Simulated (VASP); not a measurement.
# ZnCuO (P4/nmm) in VASP: further runs, part 2 of 2

VASP 6.6.1. Earlier steps stand in the parts before.

## 4. Single point, PBE, collinear spin, ferromagnetic start

This run uses another cell than the first one, of 13.03 Å³/atom, 0.997 times its volume.

INCAR reads:

```
PREC = Accurate ; ENCUT = 520
EDIFF = 1E-6 ; ISMEAR = 0
SIGMA = 0.1 ; LREAL = F
LASPH = T ; NELM = 150
ALGO = Normal ; ISIF = 2
LWAVE = F ; LCHARG = T
ISPIN = 2 ; MAGMOM = 0 0 1 1 0 0
LORBIT = 11 ; LMAXMIX = 4
GGA = PE ; LELF = T
LVHAR = T ; NBANDS = 42
```

KPOINTS reads:

```
Automatic mesh
0
Gamma
  6 6 4
```

POSCAR reads:

```
ZnCuO
1.0
    3.7002231074      0.0000000000      0.0000000000
    0.0000000000      3.7002231074      0.0000000000
    0.0000000000      0.0000000000      5.7106081002
Zn Cu O
2 2 2
Direct
    0.5000000000      0.0000000000      0.1387110273
    0.0000000000      0.5000000000      0.8612889727
    0.5000000000      0.0000000000      0.5729106927
    0.0000000000      0.5000000000      0.4270893073
    0.5000000000      0.5000000000      0.0000000000
    0.0000000000      0.0000000000      0.0000000000
```

Potentials or basis: VASP PAW PBE potentials, release 64 (Zn, Cu, O).

Started as:

```bash
$ cat potpaw_PBE.64/Zn/POTCAR potpaw_PBE.64/Cu/POTCAR potpaw_PBE.64/O/POTCAR > POTCAR
$ mpirun -np 1 vasp_std > vasp.out
```

OUTCAR:

```text
PREC = Accurate
   ENCUT = 520
   EDIFF = 1E-6
   ISMEAR = 0
   LREAL = F
   LASPH = T
   NELM = 150
   ISIF = 2
   ISPIN = 2
   LORBIT = 11
   GGA = PE

 ion  position               nearest neighbor table
   1  0.500  0.000  0.139-   5 2.01   6 2.01   5 2.01   6 2.01   3 2.48
   2  0.000  0.500  0.861-   5 2.01   6 2.01   6 2.01   5 2.01   4 2.48
   3  0.500  0.000  0.573-   1 2.48   4 2.75   4 2.75   4 2.75   4 2.75
   4  0.000  0.500  0.427-   2 2.48   3 2.75   3 2.75   3 2.75   3 2.75
   5  0.500  0.500  0.000-   1 2.01   2 2.01   1 2.01   2 2.01
   6  0.000  0.000  0.000-   1 2.01   2 2.01   2 2.01   1 2.01

  LATTYP: Found a simple tetragonal cell.
 ALAT       =     3.7002231074
 C/A-ratio  =     1.5433145339

  Lattice vectors:

 A1 = (   3.7002231074,   0.0000000000,   0.0000000000)
 A2 = (   0.0000000000,   3.7002231074,   0.0000000000)
 A3 = (   0.0000000000,   0.0000000000,   5.7106081002)

Analysis of symmetry for initial positions (statically):
=====================================================================
 Subroutine PRICEL returns:
 Original cell was already a primitive cell.

 Routine SETGRP: Setting up the symmetry group for a
 simple tetragonal supercell.

 Subroutine GETGRP returns: Found 16 space group operations
 (whereof  8 operations were pure point group operations)
 out of a pool of 16 trial point group operations.

The static configuration has the point symmetry D_2d.
 The point group associated with its full space group is D_4h.

Analysis of symmetry for dynamics (positions and initial velocities):
=====================================================================
 Subroutine PRICEL returns:
 Original cell was already a primitive cell.

 Routine SETGRP: Setting up the symmetry group for a
 simple tetragonal supercell.

 Subroutine GETGRP returns: Found 16 space group operations
 (whereof  8 operations were pure point group operations)
 out of a pool of 16 trial point group operations.

[... 183 lines left out ...]

 k-point     1 :       0.0000    0.0000    0.0000
  band No.  band energies     occupation
      1     -15.6383      1.00000
      2     -13.8243      1.00000
      3      -3.7554      1.00000
      4      -3.7554      1.00000
      5      -3.7105      1.00000
      6      -3.1041      1.00000
[... 1045 lines left out ...]
     40      14.5571      0.00000
     41      15.4883      0.00000

 [... further k-points ...]

 spin component 2

 k-point     1 :       0.0000    0.0000    0.0000
  band No.  band energies     occupation
      1     -15.6384      1.00000
      2     -13.8244      1.00000
      3      -3.7554      1.00000
      4      -3.7554      1.00000
      5      -3.7105      1.00000
      6      -3.1041      1.00000
[... 1045 lines left out ...]
     40      14.5571      0.00000
     41      15.4883      0.00000

 [... further k-points ...]

 [bands above 41 left out]

------------------------ aborting loop because EDIFF is reached ----------------------------------------

  FORCE on cell =-STRESS in cart. coord.  units (eV):
  Direction    XX          YY          ZZ          XY          YZ          ZX
  --------------------------------------------------------------------------------------
  -------------------------------------------------------------------------------------
  Total        0.5595818      0.5595818      0.0770958      0.0000000      0.0000000      0.0000000
  in kB       11.4666358     11.4666358      1.5798047      0.0000000      0.0000000      0.0000000
  external PRESSURE =       8.1710254 kB  Pullay stress =       0.0000000 kB

 VOLUME and BASIS-vectors are now :
 -----------------------------------------------------------------------------
  energy-cutoff  :      520.00
  volume of cell :       78.19
      direct lattice vectors                 reciprocal lattice vectors
     3.700223107  0.000000000  0.000000000     0.270253974  0.000000000  0.000000000
     0.000000000  3.700223107  0.000000000     0.000000000  0.270253974  0.000000000
     0.000000000  0.000000000  5.710608100     0.000000000  0.000000000  0.175112699

 POSITION                                       TOTAL-FORCE (eV/Angst)
 -----------------------------------------------------------------------------------
      1.85011      0.00000      0.79212        -0.000000      0.000000      0.085919
      0.00000      1.85011      4.91848         0.000000      0.000000     -0.085919
      1.85011      0.00000      3.27167         0.000000      0.000000      0.024655
      0.00000      1.85011      2.43894        -0.000000     -0.000000     -0.024655
      1.85011      1.85011      0.00000        -0.000000      0.000000     -0.000000
      0.00000      0.00000      0.00000         0.000000      0.000000     -0.000000
 -----------------------------------------------------------------------------------
    total drift:                                0.000000      0.000000      0.000000

  FREE ENERGIE OF THE ION-ELECTRON SYSTEM (eV)
  ---------------------------------------------------
  free  energy   TOTEN  =       -21.5441386428 eV

  energy  without entropy=      -21.5328211600  energy(sigma->0) =      -21.53847990

 total charge

# of ion       s       p       d       tot
------------------------------------------
    1        0.474   0.480   9.854  10.808
    2        0.474   0.480   9.854  10.808
    3        0.383   0.160   9.233   9.776
    4        0.383   0.160   9.233   9.776
    5        1.581   3.404   0.000   4.985
    6        1.581   3.404   0.000   4.985
--------------------------------------------------
tot          4.876   8.089  38.174  51.140

 magnetization (x)

# of ion       s       p       d       tot
------------------------------------------
    1        0.000   0.000  -0.000  -0.000
    2        0.000   0.000  -0.000  -0.000
    3       -0.000  -0.000   0.000  -0.000
    4       -0.000  -0.000   0.000  -0.000
    5        0.000  -0.000   0.000  -0.000
    6        0.000  -0.000   0.000  -0.000
--------------------------------------------------
tot          0.000  -0.000  -0.000  -0.000
```

OSZICAR:

```text
N       E                     dE             d eps       ncg     rms          rms(c)
DAV:   1     0.525123188035E+03    0.52512E+03   -0.25945E+04  5080   0.212E+03
DAV:   2     0.560613690719E+02   -0.46906E+03   -0.43283E+03  5120   0.446E+02
DAV:   3    -0.238301824880E+02   -0.79892E+02   -0.75714E+02  5694   0.183E+02
DAV:   4    -0.280212078144E+02   -0.41910E+01   -0.41473E+01  5996   0.433E+01
DAV:   5    -0.281161072418E+02   -0.94899E-01   -0.94798E-01  5940   0.705E+00    0.226E+01
DAV:   6    -0.286726336052E+02   -0.55653E+00   -0.45622E+01  7722   0.124E+02    0.185E+01
DAV:   7    -0.217028653273E+02    0.69698E+01   -0.33232E+01  7080   0.922E+01    0.874E+00
DAV:   8    -0.216091972285E+02    0.93668E-01   -0.28579E+00  6580   0.154E+01    0.638E+00
DAV:   9    -0.215536090349E+02    0.55588E-01   -0.27829E-01  6890   0.634E+00    0.198E+00
DAV:  10    -0.215445863854E+02    0.90226E-02   -0.86207E-02  7264   0.650E+00    0.850E-01
DAV:  11    -0.215438460934E+02    0.74029E-03   -0.23764E-02  7454   0.235E+00    0.114E-01
DAV:  12    -0.215440905199E+02   -0.24443E-03   -0.16814E-03  6292   0.297E-01    0.655E-02
DAV:  13    -0.215441206884E+02   -0.30168E-04   -0.14972E-04  7126   0.148E-01    0.312E-02
DAV:  14    -0.215441386294E+02   -0.17941E-04   -0.39170E-05  7010   0.634E-02    0.145E-02
DAV:  15    -0.215441382058E+02    0.42359E-06   -0.10131E-05  5790   0.567E-02    0.350E-03
DAV:  16    -0.215441386428E+02   -0.43703E-06   -0.16252E-06  3270   0.134E-02
   1 F= -.21544139E+02 E0= -.21538480E+02  d E =-.113175E-01  mag=    -0.0001
```

Run time: 97 s. Hardware: 1 thread of Intel Xeon 6975P-C (Granite Rapids), shared host; peak memory 0.29 GiB.

What came out:

| Quantity | Value |
| --- | --- |
| Free energy | -21.5441 eV |
| Pressure | 0.8 GPa |
| Largest force | 0.086 eV/Å |
| Band gap on the k mesh | zero (filled and empty bands overlap) |
| Net moment | 0.00 μB per cell |
| Valence electrons inside the program's atomic spheres | Zn 10.81; Cu 9.78; O 4.99 |

Forces in eV/Å, atoms in the order of the input:
```
Zn   0.000  0.000  0.086
Zn   0.000  0.000 -0.086
Cu   0.000  0.000  0.025
Cu   0.000  0.000 -0.025
O    0.000  0.000  0.000
O    0.000  0.000  0.000
```

## 5. Summary

```csv
spin,cell,k mesh,gap on the mesh (eV),pressure (GPa),moment (μB),largest force (eV/Å)
off,"a = 3.704, b = 3.704, c = 5.715 Å, 6 atoms",10 × 10 × 8,none,0.7,-,0.08
"collinear, ferromagnetic start","a = 3.092, b = 3.092, c = 7.117 Å, 6 atoms",6 × 6 × 4,none,58.9,0.04,7.18
"collinear, ferromagnetic start","a = 3.700, b = 3.700, c = 5.711 Å, 6 atoms",6 × 6 × 4,none,0.8,0.00,0.09
```

Alike in all rows: task single point; level PBE; potentials or basis VASP PAW PBE potentials, release 64 (Zn, Cu, O); cutoff (eV) 520; smearing gaussian 0.1 eV.

Caveats: forces of over 1 eV/Å act on the atoms, so gaps and moduli don't describe the material at rest (some runs).

Total energies depend on the potentials used, so only differences within one code and one set of settings carry meaning.
